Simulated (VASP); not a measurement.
# MgO (Cm) in VASP: single point with PBE

Aim: the single point of MgO with PBE.

Everything below comes from runs of VASP 6.6.1. Logs are shortened: lines on timing, memory, paths and dates and some standing lists are left out, and cuts for length are marked.

## (1) The cell of the first run

Symmetry: Cm, No. 8, monoclinic system. Conventional cell: a = 5.875 Å, b = 5.360 Å, c = 5.088 Å, α = 90.00°, β = 90.00°, γ = 90.00°. Within 2.9 Å of Mg (site symmetry 1) lie 6 O at 2.16 to 2.38 Å and 2 Mg at 2.68 Å. Within 2.6 Å of Mg (site symmetry 1) lie 6 O at 1.97 to 2.18 Å. Within 2.6 Å of O (site symmetry m) lie 6 Mg at 1.97 to 2.38 Å. Within 2.9 Å of O (site symmetry m) lie 6 Mg at 2.16 Å and 3 O at 2.68 to 2.80 Å. O (site symmetry m) has 6 Mg at 2.16 Å and 3 O at 2.64 to 2.68 Å within 2.9 Å. O (site symmetry m) has 6 Mg at 2.16 Å and 3 O at 2.70 to 2.80 Å within 2.9 Å.

## (2) Single point, PBE (atom 5 (O) moved +0.300 Å along Cartesian [1 0 0])

Input file INCAR:

```
SYSTEM = MgO
  PREC = Accurate
  ENCUT = 520
  EDIFF = 1E-6
  ISMEAR = 0
  SIGMA = 0.05
  LREAL = .FALSE.
  LASPH = .TRUE.
  NELM = 100
  ALGO = Normal
  ISIF = 2
  LWAVE = .FALSE.
  LCHARG = .FALSE.
  GGA = PE
  NBANDS = 26
```

Input file KPOINTS:

```
Automatic mesh
0
G
  6 6 6
  0 0 0
```

Input file POSCAR:

```
MgO
1.0
    1.4688622380      2.5441440255      2.6797873418
   -1.4688622380     -2.5441440255      2.6797873418
    4.4065867139     -2.5441440255      0.0000000000
Mg O
4 4
Direct
    0.5000000000      0.5000000000      0.0000000000
    0.2500000000      0.7500000000      0.5000000000
    0.7500000000      0.2500000000      0.5000000000
    0.0000000000      0.0000000000      0.0000000000
    0.7755299640      0.7244700360      0.3843932612
    0.5000000000      1.0000000000      0.8333333333
    0.0000000000      0.5000000000      0.8333333333
    0.2500000000      0.2500000000      0.3333333333
```

Potentials or basis: VASP PAW PBE potentials, release 64 (Mg, O).

Run with:

```
$ cat potpaw_PBE.64/Mg/POTCAR potpaw_PBE.64/O/POTCAR > POTCAR
$ mpirun -np 1 vasp_std > vasp.out
```

OUTCAR:

```text
SYSTEM = MgO
   PREC = Accurate
   ENCUT = 520
   EDIFF = 1E-6
   ISMEAR = 0
   LREAL = .FALSE.
   LASPH = .TRUE.
   NELM = 100
   ISIF = 2
   GGA = PE

 ion  position               nearest neighbor table
   1  0.500  0.500  0.000-   8 2.16   7 2.16   6 2.16   6 2.16   7 2.16   5 2.38   4 2.68   4 2.68
                             3 2.94   2 2.94   3 2.94   2 2.94   4 2.94   4 2.94
   2  0.250  0.750  0.500-   5 1.97   6 2.16   7 2.16   8 2.16   8 2.16   5 2.18   3 2.68   3 2.68
                             4 2.94   1 2.94   1 2.94   4 2.94   3 2.94   3 2.94
   3  0.750  0.250  0.500-   5 1.97   6 2.16   7 2.16   8 2.16   8 2.16   5 2.18   2 2.68   2 2.68
                             4 2.94   1 2.94   4 2.94   1 2.94   2 2.94   2 2.94
   4  0.000  0.000  0.000-   8 2.16   6 2.16   7 2.16   7 2.16   6 2.16   5 2.38   1 2.68   1 2.68
                             2 2.94   3 2.94   3 2.94   2 2.94   1 2.94   1 2.94
   5  0.776  0.724  0.384-   2 1.97   3 1.97   3 2.18   2 2.18   4 2.38   1 2.38
   6  0.500  0.000  0.833-   2 2.16   3 2.16   1 2.16   4 2.16   1 2.16   4 2.16
   7  0.000  0.500  0.833-   2 2.16   3 2.16   4 2.16   1 2.16   4 2.16   1 2.16
   8  0.250  0.250  0.333-   1 2.16   4 2.16   2 2.16   3 2.16   2 2.16   3 2.16

  LATTYP: Found a base centered orthorhombic cell.
 ALAT       =     5.3595746836
 B/A-ratio  =     1.0962528370
 C/A-ratio  =     0.9493828058

  Lattice vectors:

 A1 = (   1.4688622380,   2.5441440255,   2.6797873418)
 A2 = (  -1.4688622380,  -2.5441440255,   2.6797873418)
 A3 = (   4.4065867139,  -2.5441440255,   0.0000000000)

Analysis of symmetry for initial positions (statically):
=====================================================================
 Subroutine PRICEL returns:
 Original cell was already a primitive cell.

 Routine SETGRP: Setting up the symmetry group for a
 base centered orthorhombic supercell.

 Subroutine GETGRP returns: Found  2 space group operations
 (whereof  1 operations were pure point group operations)
 out of a pool of  8 trial point group operations.

The static configuration has the point symmetry C_1 .
 The point group associated with its full space group is C_1h.

Analysis of symmetry for dynamics (positions and initial velocities):
=====================================================================
 Subroutine PRICEL returns:
 Original cell was already a primitive cell.

 Routine SETGRP: Setting up the symmetry group for a
 base centered orthorhombic supercell.

[... 117 lines left out ...]
   EDIFF  = 0.1E-05   stopping-criterion for ELM
   LREAL  =      F    real-space projection
   EDIFFG = 0.1E-04   stopping-criterion for IOM
   NSW    =      0    number of steps for IOM
   IBRION =     -1    ionic relax: 0-MD 1-quasi-New 2-CG
   NFREE  =      0    steps in history (QN), initial steepest desc. (CG)
   ISIF   =      2    stress and relaxation
   ISYM   =      2    0-nonsym 1-usesym 2-fastsym
   POTIM  = 0.5000    time-step for ionic-motion
   TEBEG  =    0.0;   TEEND  =   0.0 temperature during run
   PSTRESS=    0.0 pullay stress
   NELECT =      32.0000    total number of electrons
   NUPDOWN=      -1.0000    fix difference up-down
   EMIN   =  10.00;   EMAX   =-10.00  energy-range for DOS
   EFERMI =   0.00;   METHOD = LEGACY
   ISMEAR =     0;   SIGMA  =   0.05  broadening in eV -4-tet -1-fermi 0-gaus
   EFERMI_NEDOS =   21; number of points for ismear=-14 and -15
   IALGO  =     38    algorithm
   IMIX   =      4    mixing-type and parameters
     AMIX     =   0.40;   BMIX     =  1.00
     AMIX_MAG =   1.60;   BMIX_MAG =  1.00
  volume/ion in A,a.u.               =      10.01        67.58
  Fermi-wavevector in a.u.,A,eV,Ry     =   1.205648  2.278344 19.777247  1.453587
  Thomas-Fermi vector in A             =   2.341338
   LORBIT       =      0    0 simple, 1 ext, 2 COOP (PROOUT), +10 PAW based schemes
   GGA     = PE    functional components
   LHFCALC =     F    Hartree Fock is set to
   AEXX    =    0.0000 exact exchange contribution
   IVDW    =     0    specifies the selected vdW correction
   LEPSILON=     F    determine dielectric tensor
   LRPA    =     F    only Hartree local field effects (RPA)
 non-spin polarized calculation
 Gauss-broadening in eV      SIGMA  =   0.05
  energy-cutoff  :      520.00
  volume of cell :       80.11
 maximum number of plane-waves:      2178
 NGX is ok and might be reduce to    30
   NGX = 15   NGY = 15   NGZ = 19

 number of electron      31.9999994 magnetization

 Free energy of the ion-electron system (eV)
  ---------------------------------------------------
  ext. energy  EPLUGINS =         0.00000000
  ---------------------------------------------------
  free energy    TOTEN  =       -44.55139627 eV

  energy without entropy =      -44.55139627  energy(sigma->0) =      -44.55139627

 E-fermi :   3.5667     XC(G=0): -10.7317

 val. band max:        3.3521841630   @ k =   0.5000   0.5000   0.0000
 cond. band min:       6.2125510019   @ k =   0.0000   0.0000   0.0000
 fundamental gap:      2.8603668389
 Fermi energy:         3.5666617994

 k-point     1 :       0.0000    0.0000    0.0000
  band No.  band energies     occupation
      1     -14.1463      2.00000
      2     -13.0769      2.00000
      3     -12.4151      2.00000
      4     -12.2830      2.00000
      5      -1.5150      2.00000
      6      -0.4600      2.00000
[... 685 lines left out ...]
     25      16.3484      0.00000
     26      17.2655      0.00000

 [... further k-points ...]
[... 5 lines left out ...]
  --------------------------------------------------------------------------------------
  -------------------------------------------------------------------------------------
  Total        1.0768109      0.3123384      0.3185350      0.1268149      0.0000000      0.0000000
  in kB       21.5346073      6.2463004      6.3702243      2.5361085      0.0000000      0.0000000
  external PRESSURE =      11.3837107 kB  Pullay stress =       0.0000000 kB

 VOLUME and BASIS-vectors are now :
 -----------------------------------------------------------------------------
  energy-cutoff  :      520.00
  volume of cell :       80.11
      direct lattice vectors                 reciprocal lattice vectors
     1.468862238  2.544144026  2.679787342     0.085099880  0.147397316  0.186581969
    -1.468862238 -2.544144026  2.679787342    -0.085099880 -0.147397316  0.186581969
     4.406586714 -2.544144026  0.000000000     0.170199760 -0.098264877  0.000000000

 POSITION                                       TOTAL-FORCE (eV/Angst)
 -----------------------------------------------------------------------------------
      0.00000      0.00000      2.67979        -0.121304      0.163536     -0.156546
      1.46886     -2.54414      2.67979         0.692354      0.147401      0.237121
      2.93772      0.00000      2.67979         0.692354      0.147401     -0.237121
      0.00000      0.00000      0.00000        -0.121304      0.163536      0.156546
      1.76886     -0.84805      4.01968        -2.563237     -0.602050      0.000000
      4.40659     -0.84805      1.33989         0.609236     -0.336118      0.000000
      2.93772     -3.39219      1.33989         0.941702     -0.257728      0.000000
      1.46886     -0.84805      1.33989        -0.129800      0.574023      0.000000
 -----------------------------------------------------------------------------------
    total drift:                                0.000022     -0.000124     -0.000000

  FREE ENERGIE OF THE ION-ELECTRON SYSTEM (eV)
  ---------------------------------------------------
  free  energy   TOTEN  =       -44.5513962732 eV

  energy  without entropy=      -44.5513962732  energy(sigma->0) =      -44.55139627
```

OSZICAR:

```text
N       E                     dE             d eps       ncg     rms          rms(c)
DAV:   1     0.142717728280E+03    0.14272E+03   -0.15716E+04  3648   0.111E+03
DAV:   2    -0.420297106024E+02   -0.18475E+03   -0.17351E+03  4578   0.240E+02
DAV:   3    -0.517434474468E+02   -0.97137E+01   -0.96677E+01  4468   0.559E+01
DAV:   4    -0.517977059591E+02   -0.54259E-01   -0.54240E-01  4136   0.479E+00
DAV:   5    -0.517980113609E+02   -0.30540E-03   -0.30536E-03  4414   0.358E-01    0.149E+01
DAV:   6    -0.447411465664E+02    0.70569E+01   -0.23865E+01  4170   0.288E+01    0.479E+00
DAV:   7    -0.446281457566E+02    0.11300E+00   -0.48414E-01  3916   0.434E+00    0.290E+00
DAV:   8    -0.445579122254E+02    0.70234E-01   -0.21033E-01  4294   0.395E+00    0.723E-01
DAV:   9    -0.445511020698E+02    0.68102E-02   -0.15041E-02  4450   0.850E-01    0.247E-01
DAV:  10    -0.445515275806E+02   -0.42551E-03   -0.71086E-03  4168   0.497E-01    0.136E-01
DAV:  11    -0.445513938105E+02    0.13377E-03   -0.63891E-04  3812   0.183E-01    0.316E-02
DAV:  12    -0.445513989959E+02   -0.51853E-05   -0.38139E-05  3874   0.457E-02    0.171E-02
DAV:  13    -0.445513962254E+02    0.27705E-05   -0.21834E-05  4194   0.315E-02    0.344E-03
DAV:  14    -0.445513962732E+02   -0.47803E-07   -0.13198E-06  2420   0.963E-03
   1 F= -.44551396E+02 E0= -.44551396E+02  d E =-.133313E-11
```

It took 2.2 min on 1 thread of AMD EPYC 7R13 (Zen 3), shared host; peak memory 0.21 GiB.

Results:

* Free energy: -44.5514 eV
* Pressure: 1.1 GPa
* Largest force: 2.633 eV/Å
* Band gap on the k mesh: 2.86 eV, indirect (least direct gap 2.97 eV)

Forces on the atoms (eV/Å):
```
Mg  -0.121  0.164 -0.157
Mg   0.692  0.147  0.237
Mg   0.692  0.147 -0.237
Mg  -0.121  0.164  0.157
O   -2.563 -0.602  0.000
O    0.609 -0.336  0.000
O    0.942 -0.258  0.000
O   -0.130  0.574  0.000
```

Stress tensor (GPa, compression positive):
```
2.15 0.25 0.00
0.25 0.62 0.00
0.00 0.00 0.64
```

Caveat: the cell differs from its parent crystal (atom 5 (O) moved +0.300 Å along Cartesian [1 0 0]); forces of over 1 eV/Å act on the atoms, so gaps and moduli don't describe the material at rest. A k mesh can miss the band edges.
